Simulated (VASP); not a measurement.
Write the native input for VASP 6.6.1 that does the following.

```yaml
Task: single point
Functional: r2SCAN
Potentials_or_basis: VASP PAW PBE potentials, release 64 (Ta_pv)
Cutoff: 520 eV
k_mesh: 12 × 12 × 8
Occupations: gaussian, width 0.15 eV
Spin: no spin polarisation
Dipole_correction: no
Further_INCAR_settings: ALGO = Normal; EDIFF = 1e-07; NBANDS = 18
```

Crystal: Ta.

```
Ta
1.0
     2.88799    0.00000    0.00000
    -1.44399    2.50107    0.00000
     0.00000    0.00000    5.11811
Ta
2
Direct
  0.67669 0.34283 0.74801
  0.32331 0.65717 0.25199
```

This cell differs from its parent crystal: atom 2 moved 0.06 Å.

These files were run (other wordings do the same):

POSCAR

```
Ta
1.0
    2.8879886116      0.0000000000      0.0000000000
   -1.4439943058      2.5010715035      0.0000000000
    0.0000000000      0.0000000000      5.1181138655
Ta
2
Direct
    0.6766853409      0.3428319982      0.7480071631
    0.3233146591      0.6571680018      0.2519928369
```

INCAR.step1

```
PREC = Accurate
ENCUT = 520
ISMEAR = 0
SIGMA = 0.15
LREAL = F
LASPH = T
NELM = 80
NBANDS = 18
GGA = PE
ALGO = Normal
EDIFF = 1E-4
LWAVE = T
LCHARG = F
```

INCAR.step2

```
PREC = Accurate
ENCUT = 520
EDIFF = 1E-7
ISMEAR = 0
SIGMA = 0.15
LREAL = F
LASPH = T
NELM = 80
ALGO = Normal
ISIF = 2
LWAVE = F
LCHARG = F
METAGGA = R2SCAN
LMIXTAU = T
NBANDS = 18
ISTART = 1
```

KPOINTS

```
regular mesh
0
Gamma
  12 12 8
```

Potentials or basis: VASP PAW PBE potentials, release 64 (Ta_pv).

Run with:

```bash
$ cat potpaw_PBE.64/Ta_pv/POTCAR > POTCAR
$ cp INCAR.step1 INCAR
$ mpirun -np 1 vasp_std > vasp.out
$ cp INCAR.step2 INCAR
$ mpirun -np 1 vasp_std > vasp.out
```

It gave:

```yaml
Pressure: 0.5 GPa
Largest_force: 0.271 eV/Å
Band_gap_on_the_k_mesh: zero (bands 11 and 12 overlap by 2.32 eV)
```

Caveat: the cell differs from its parent crystal (atom 2 moved 0.06 Å); the PAW data sets were made with another functional, which shifts forces and pressure a little; spin-orbit coupling is left out, which moves the levels of the heavy elements.

Run time: 11 min on 1 thread of Intel(R) Xeon(R) Platinum 8488C (Sapphire Rapids), with other jobs on the host, peak memory 0.43 GiB.
